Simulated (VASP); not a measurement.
Wanted: the native input for a VASP 6.6.1 run.

| Item | Value |
| --- | --- |
| Task | single point |
| Functional | PBE |
| Potentials or basis | VASP PAW PBE potentials, release 64 (Hf_pv, O) |
| Cutoff | 520 eV |
| k mesh | 8 × 8 × 8 |
| Occupations | gaussian, width 0.05 eV |
| Spin | no spin polarisation |
| Dipole correction | no |
| Further INCAR settings | ALGO = Normal; EDIFF = 1e-06; NBANDS = 18 |

The structure of HfO2 lies in POSCAR:

```
HfO2
1.0
    0.0000000000      2.5488057612      2.5488057612
    2.5488057612      0.0000000000      2.5488057612
    2.5488057612      2.5488057612      0.0000000000
Hf O
1 2
Direct
    0.0000000000      0.0000000000      0.0000000000
    0.2500000000      0.2500000000      0.2083859944
    0.7500000000      0.7500000000      0.7500000000
```

This cell differs from its parent crystal: atom 2 (O) moved by (-0.150, +0.000) A along [1 1 0] and z.

The input as run:

INCAR

```
PREC = Accurate
ENCUT = 520
EDIFF = 1E-6
ISMEAR = 0
SIGMA = 0.05
LREAL = False
LASPH = True
NELM = 60
ALGO = Normal
ISIF = 2
LWAVE = False
LCHARG = True
GGA = PE
LELF = True
LVHAR = True
NBANDS = 18
```

KPOINTS

```
regular mesh
0
Gamma
  8 8 8
```

Potentials or basis: VASP PAW PBE potentials, release 64 (Hf_pv, O).

Launch:

```bash
$ cat potpaw_PBE.64/Hf_pv/POTCAR potpaw_PBE.64/O/POTCAR > POTCAR
$ mpirun -np 1 vasp_std > vasp.out
```

It gave:

The pressure is -1.8 GPa. The largest force is 1.622 eV/Å and the band gap on the k mesh is 3.78 eV, direct.

Caveat: the cell differs from its parent crystal (atom 2 (O) moved by (-0.150, +0.000) A along [1 1 0] and z); spin-orbit coupling is left out, which moves the levels of the heavy elements; forces of over 1 eV/Å act on the atoms, so gaps and moduli don't describe the material at rest.

It took 36 s on 1 thread of Intel(R) Xeon(R) 6975P-C (Granite Rapids) (shared host), peak memory 0.22 GiB.
